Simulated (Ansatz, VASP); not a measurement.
Two plane-wave programs on Mg5CdSe6

```
CELL_PARAMETERS angstrom
4.26628 -0.00018 -0.00003
-2.13330 3.69392 0.00000
-0.00013 -0.00010 20.86331
ATOMIC_POSITIONS crystal
Mg 0.33291 0.66720 0.00129
Mg 0.99959 0.00019 0.16640
Mg 0.66736 0.33367 0.33153
Mg 0.33347 0.66605 0.49639
Mg 0.66604 0.33310 0.83606
Cd 0.00062 0.99961 0.66812
Se 0.33293 0.66693 0.12574
Se 0.00064 0.00039 0.29087
Se 0.66685 0.33283 0.45603
Se 0.33391 0.66634 0.62067
Se 0.99944 0.99981 0.79630
Se 0.66625 0.33389 0.96062
```

Change from the starting cell: cell x1, atoms moved at random (sigma 0.05 Å) and cell strained at random (1.5 %), then relaxed without symmetry.

Alike in both runs: functional PBE; k mesh 6 × 6 × 1; occupations gaussian, width 0.1 eV; no spin polarisation.

Ansatz relaxed the structure, and its values are those at the end. VASP's run is a single point on that final structure, the one shown.

```csv
,VASP,Ansatz
version,VASP 6.6.1,Ansatz 0.2.0
potentials or method,"VASP PAW PBE potentials, release 64 (Mg, Cd, Se), cutoff 520 eV","scalar-relativistic, plane waves, PAW"
valence electrons in the cell,58,166
```

Ansatz gave:

| Item | Value |
| --- | --- |
| gap on the k mesh at the Fermi level (eV) | 1.68 |
| least direct gap on the mesh (eV) | 1.68 |
| pressure (GPa) | 0.0 |
| rms of the force components (eV/Å) | 0.002 |

What did VASP give for the same quantities?

gap on the k mesh at the Fermi level (eV): 1.67; least direct gap on the mesh (eV): 1.67; pressure (GPa): 0.0; rms of the force components (eV/Å): 0.007.

With one functional, cell and mesh, what is left measures potentials, basis and numerics. VASP's potentials hold 58 valence electrons a cell and Ansatz's 166, so a difference there can come from the potentials and not from the codes.
